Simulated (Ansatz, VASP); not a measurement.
# NaF: VASP beside Ansatz

```xyz
2
Lattice="0.0000 2.1654 2.1654 2.1654 0.0000 2.1654 2.1654 2.1654 0.0000" Properties=species:S:1:pos:R:3 pbc="T T T"
Na    0.0000    0.0000    0.0000
F     2.1654    2.1654    2.1654
```

Change from the starting cell: volume scaled by 0.85, LAPW.

Alike in both runs: task single point; functional PBE; k mesh 11 × 11 × 11; occupations fermi-dirac, width 0.03 eV; no spin polarisation.

|  | VASP | Ansatz |
| --- | --- | --- |
| version | VASP 6.6.1 | Ansatz 0.2.0 |
| potentials or method | VASP PAW PBE potentials, release 64 (Na_pv, F), cutoff 520 eV | all-electron LAPW, scalar-relativistic |

|  | VASP | Ansatz | Ansatz less VASP |
| --- | --- | --- | --- |
| gap on the k mesh at the Fermi level (eV) | 7.55 | 7.56 | +0.011 |
| pressure (GPa) | 19.5 | 19.4 | -0.10 |

Ansatz ran all-electron here, and VASP with PAW potentials.
